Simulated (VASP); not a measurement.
Input of a VASP 6.6.1 run:

Contents of INCAR:

```
SYSTEM = K
PREC = Accurate ; ENCUT = 520
EDIFF = 1E-7 ; ISMEAR = -1
SIGMA = 0.05 ; LREAL = .FALSE.
LASPH = .TRUE. ; NELM = 80
ALGO = Normal ; ISIF = 2
LWAVE = .FALSE. ; LCHARG = .FALSE.
NBANDS = 10
```

KPOINTS

```
regular mesh
0
G
  7 7 7
  0 0 0
```

POSCAR

```
K
1.0
   -2.6424908504      2.6424908504      2.6424908504
    2.6424908504     -2.6424908504      2.6424908504
    2.6424908504      2.6424908504     -2.6424908504
K
1
Direct
    0.0000000000      0.0000000000      0.0000000000
```

Potentials or basis: VASP PAW LDA potentials, release 64 (K_sv).

The run is started by

```bash
$ cat potpaw_LDA.64/K_sv/POTCAR > POTCAR
$ mpirun -np 1 vasp_std > vasp.out
```

Estimate the pressure.

-0.5 GPa.
